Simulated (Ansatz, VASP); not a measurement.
# Cl in VASP and in Ansatz

```xyz
4
Lattice="3.1252 -1.9101 0.0000 3.1252 1.9101 0.0000 0.0000 0.0000 8.1466" Properties=species:S:1:pos:R:3 pbc="T T T"
Cl    3.1252   -1.4288    4.9602
Cl    3.1252    1.4288    3.1864
Cl    3.1252   -0.4813    0.8869
Cl    3.1252    0.4813    7.2596
```

Change from the starting cell: uniaxial_y strain -4.8%.

Alike in both runs: task single point; functional r2SCAN; k mesh 8 × 8 × 4; no spin polarisation.

```csv
,VASP,Ansatz
version,VASP 6.6.1,Ansatz 0.2.0
potentials or method,"VASP PAW PBE potentials, release 64 (Cl)","plane waves, PAW"
plane-wave cutoff (eV),520,500
occupations,"gaussian, width 0.01 eV",fixed
valence electrons in the cell,28,28
```

```csv
,VASP,Ansatz,Ansatz less VASP
gap on the k mesh at the Fermi level (eV),2.38,2.35,-0.030
pressure (GPa),1.1,1.6,+0.51
"traceless stress, the component that is largest in VASP (GPa)",-0.54,-0.02,+0.520
rms of the force components (eV/Å),0.131,0.025,-0.1068
```

VASP's potentials were made for PBE, not for r2SCAN. Atom by atom the forces differ by 0.107 eV/Å (rms over components).
